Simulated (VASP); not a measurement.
# BAs (I-4m2) in VASP: notebook, part 2 of 2

VASP 6.6.1.

## Step 3: Single point, r2SCAN (strain -0.040 along x and y, +0.000 along z)

POSCAR reads:

```
BAs
1.0
    0.0000000000      2.2962405084      2.3919171962
    2.2962405084      0.0000000000      2.3919171962
    2.2962405084      2.2962405084      0.0000000000
B As
1 1
Direct
    0.0000000000      0.0000000000      0.0000000000
    0.7500000000      0.7500000000      0.7500000000
```

INCAR.step1 reads:

```
PREC = Accurate
ENCUT = 520
ISMEAR = 0
SIGMA = 0.05
LREAL = F
LASPH = T
NELM = 80
NBANDS = 11
GGA = PE
ALGO = Normal
EDIFF = 1E-4
LWAVE = T
LCHARG = F
```

INCAR.step2 reads:

```
PREC = Accurate
ENCUT = 520
EDIFF = 1E-6
ISMEAR = 0
SIGMA = 0.05
LREAL = F
LASPH = T
NELM = 80
ALGO = Normal
ISIF = 2
LWAVE = F
LCHARG = F
METAGGA = R2SCAN
LMIXTAU = T
NBANDS = 11
ISTART = 1
```

KPOINTS reads:

```
Automatic mesh
0
Gamma
  10 10 10
```

Potentials or basis: VASP PAW PBE potentials, release 64 (B, As).

Run with:

```bash
$ cat potpaw_PBE.64/B/POTCAR potpaw_PBE.64/As/POTCAR > POTCAR
$ cp INCAR.step1 INCAR
$ mpirun -np 1 vasp_std > vasp.out
$ cp INCAR.step2 INCAR
$ mpirun -np 1 vasp_std > vasp.out
```

OUTCAR:

```text
PREC = Accurate
   ENCUT = 520
   EDIFF = 1E-6
   ISMEAR = 0
   LREAL = F
   LASPH = T
   NELM = 80
   ISIF = 2
   METAGGA = R2SCAN
   ISTART = 1

 ion  position               nearest neighbor table
   1  0.000  0.000  0.000-   2 2.02   2 2.02   2 2.02   2 2.02
   2  0.750  0.750  0.750-   1 2.02   1 2.02   1 2.02   1 2.02

  LATTYP: Found a body centered tetragonal cell.
 ALAT       =     3.2473744694
 C/A-ratio  =     1.4731391274

  Lattice vectors:

 A1 = (  -2.2962405084,   0.0000000000,   2.3919171962)
 A2 = (   2.2962405084,   0.0000000000,   2.3919171962)
 A3 = (   0.0000000000,   2.2962405084,  -2.3919171962)

Analysis of symmetry for initial positions (statically):
=====================================================================
 Subroutine PRICEL returns:
 Original cell was already a primitive cell.

 Routine SETGRP: Setting up the symmetry group for a
 body centered tetragonal supercell.

 Subroutine GETGRP returns: Found  8 space group operations
 (whereof  8 operations were pure point group operations)
 out of a pool of 16 trial point group operations.

The static configuration has the point symmetry D_2d.
[... 172 lines left out ...]
      2       6.6113      2.00000
      3       7.0732      2.00000
      4       7.0732      2.00000
      5      10.3728      0.00000
      6      10.3728      0.00000
      7      10.6605      0.00000
      8      13.1030      0.00000
      9      17.7531      0.00000
     10      19.9843      0.00000
     11      21.2895      0.00000
[... 309 lines left out ...]
 k-point    24 :       0.4000    0.3000    0.0000
  band No.  band energies     occupation
      1      -7.1326      2.00000
      2      -0.3769      2.00000
      3       2.5306      2.00000
      4       3.2035      2.00000
      5       9.1662      0.00000
      6      10.9298      0.00000
      7      16.8531      0.00000
      8      17.1362      0.00000
      9      20.2988      0.00000
     10      24.2537      0.00000
     11      24.5303      0.00000

 [... further k-points ...]

------------------------ aborting loop because EDIFF is reached ----------------------------------------

  FORCE on cell =-STRESS in cart. coord.  units (eV):
  Direction    XX          YY          ZZ          XY          YZ          ZX
  --------------------------------------------------------------------------------------
  -------------------------------------------------------------------------------------
  Total        2.7537769      2.7537769      1.1186225      0.0000000      0.0000000      0.0000000
  in kB      174.9155637    174.9155637     71.0531343      0.0000000      0.0000000      0.0000000
  external PRESSURE =     140.2947539 kB  Pullay stress =       0.0000000 kB

 VOLUME and BASIS-vectors are now :
 -----------------------------------------------------------------------------
  energy-cutoff  :      520.00
  volume of cell :       25.22
      direct lattice vectors                 reciprocal lattice vectors
     0.000000000  2.296240508  2.391917196    -0.217747226  0.217747226  0.209037337
     2.296240508  0.000000000  2.391917196     0.217747226 -0.217747226  0.209037337
     2.296240508  2.296240508  0.000000000     0.217747226  0.217747226 -0.209037337

 POSITION                                       TOTAL-FORCE (eV/Angst)
 -----------------------------------------------------------------------------------
      0.00000      0.00000      0.00000         0.000000      0.000000     -0.000000
      3.44436      3.44436      3.58788        -0.000000     -0.000000      0.000000
 -----------------------------------------------------------------------------------
    total drift:                                0.000014      0.000014     -0.000014

  FREE ENERGIE OF THE ION-ELECTRON SYSTEM (eV)
  ---------------------------------------------------
  free  energy   TOTEN  =       -22.1439660571 eV

  energy  without entropy=      -22.1439660571  energy(sigma->0) =      -22.14396606
```

OUTCAR.step1:

```text
PREC = Accurate
   ENCUT = 520
   ISMEAR = 0
   LREAL = F
   LASPH = T
[... 558 lines left out ...]
 -----------------------------------------------------------------------------------
      0.00000      0.00000      0.00000        -0.000000     -0.000000      0.000000
      3.44436      3.44436      3.58788         0.000000      0.000000      0.000000
 -----------------------------------------------------------------------------------
    total drift:                               -0.000000     -0.000000      0.000000

  FREE ENERGIE OF THE ION-ELECTRON SYSTEM (eV)
  ---------------------------------------------------
  free  energy   TOTEN  =       -11.2642339154 eV

  energy  without entropy=      -11.2642339154  energy(sigma->0) =      -11.26423392
```

OSZICAR.step1:

```text
N       E                     dE             d eps       ncg     rms          rms(c)
DAV:   1     0.118770307219E+02    0.11877E+02   -0.38576E+03  2244   0.648E+02
DAV:   2    -0.113916688059E+02   -0.23269E+02   -0.22249E+02  2969   0.107E+02
DAV:   3    -0.120615339664E+02   -0.66987E+00   -0.66814E+00  2819   0.165E+01
DAV:   4    -0.120631640306E+02   -0.16301E-02   -0.16300E-02  2498   0.905E-01
DAV:   5    -0.120631662113E+02   -0.21808E-05   -0.21808E-05  2717   0.359E-02    0.550E+00
DAV:   6    -0.113517507543E+02    0.71142E+00   -0.18184E+00  2421   0.573E+00    0.267E+00
DAV:   7    -0.112716890825E+02    0.80062E-01   -0.25918E-01  2676   0.248E+00    0.105E+00
DAV:   8    -0.112637830749E+02    0.79060E-02   -0.21942E-02  2526   0.861E-01    0.107E-01
DAV:   9    -0.112640822503E+02   -0.29918E-03   -0.72728E-04  2639   0.164E-01    0.673E-02
DAV:  10    -0.112642288396E+02   -0.14659E-03   -0.18216E-04  2440   0.834E-02    0.131E-02
DAV:  11    -0.112642339154E+02   -0.50758E-05   -0.45529E-06  1176   0.148E-02
   1 F= -.11264234E+02 E0= -.11264234E+02  d E =-.126054E-10
```

Wall time 66 s (1 thread of AMD EPYC 9R45 (Zen 5), shared host); peak memory 0.14 GiB.

What came out:

```
Free energy            : -22.1440 eV
Pressure               : 14.0 GPa
Band gap on the k mesh : 0.94 eV (least direct gap 3.30 eV)
```

Stress tensor (GPa, compression positive):
```
17.49  0.00  0.00
 0.00 17.49  0.00
 0.00  0.00  7.11
```

Caveat: the cell differs from its parent crystal (strain -0.040 along x and y, +0.000 along z); the cell stands under pressure; the PAW data sets were made with another functional, which shifts forces and pressure a little. A k mesh can miss the band edges.
